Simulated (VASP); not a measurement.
A run of VASP 6.6.1 is set up as follows.

Contents of INCAR:

```
  ALGO = Normal
  EDIFF = 1E-6
  ENCUT = 520
  GGA = PS
  ISIF = 2
  ISMEAR = 0
  LASPH = T
  LCHARG = T
  LELF = T
  LREAL = F
  LVHAR = T
  LWAVE = F
  NBANDS = 21
  NELM = 80
  PREC = Accurate
  SIGMA = 0.15
```

The input KPOINTS:

```
k-points
0
Gamma
  14 14 14
```

The input POSCAR:

```
Ge
1.0
    0.0000000000      2.6519718750      2.8287700000
    3.0055681250      0.0000000000      2.8287700000
    3.0055681250      2.6519718750      0.0000000000
Ge
2
Direct
    0.5000000000      0.5000000000      0.5000000000
    0.7500000000      0.7500000000      0.7500000000
```

Potentials or basis: VASP PAW PBE potentials, release 64 (Ge_d).

Launch:

```sh
$ cat potpaw_PBE.64/Ge_d/POTCAR > POTCAR
$ mpirun -np 1 vasp_std > vasp.out
```

What does it give for the band gap on the k mesh?

Zero (band 14 reaches 5.07 eV, above the bottom of band 15 at 4.83 eV).

Predict the pressure.

0.5 GPa.

Stress tensor (GPa, compression positive):
```
-4.16  0.00  0.00
 0.00  4.23  0.00
 0.00  0.00  1.42
```

Caveat: the cell differs from its parent crystal (strain +0.0625 x Voigt [1, -1, 0, 0, 0, 0]); the PAW data sets were made with another functional, which shifts forces and pressure a little.
